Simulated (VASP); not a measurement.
**OsRh: single point with PBE**

OsRh:

```
Os Rh
1.0
     2.99432    0.00000    0.00000
     0.00000    2.99432    0.00000
     0.00000    0.00000    2.99432
Os Rh
1 1
Cartesian
  0.0000 0.0000 0.0000
  1.4972 1.4972 1.4972
```

```json
{
 "Program": "VASP 6.6.1",
 "Task": "single point",
 "Functional": "PBE",
 "Potentials or basis": "VASP PAW PBE potentials, release 64 (Os, Rh_pv)",
 "Cutoff": "520 eV",
 "k mesh": "6 × 6 × 6",
 "Occupations": "gaussian, width 0.1 eV",
 "Spin": "no spin polarisation"
}
```

```
Pressure               : 29.5 GPa
Band gap on the k mesh : zero (an odd number of electrons rules out a gap without spin polarisation)
```

Levels at points of the mesh, in eV from the Fermi level:
```tsv
k point	band 8	band 9	band 10	band 11	band 12	band 13	band 14	band 15
(0.00, 0.00, 0.00)	-3.39	-3.39	-0.30	-0.30	2.04	2.04	2.04	9.03
(0.50, 0.00, 0.00)	-2.84	-2.84	-2.10	-2.10	-1.70	-0.34	0.95	2.07
(0.50, 0.50, 0.00)	-0.59	-0.53	-0.13	0.59	0.59	1.22	2.66	2.66
(0.50, 0.50, 0.50)	-4.43	-4.43	-0.45	-0.45	1.36	1.36	7.37	9.06
```

It took 6.3 s on 1 thread of Intel(R) Xeon(R) Platinum 8559C (Emerald Rapids), on a shared host, peak memory 0.13 GiB.

Caveat: the cell stands under pressure; spin-orbit coupling is left out, which moves the levels of the heavy elements.
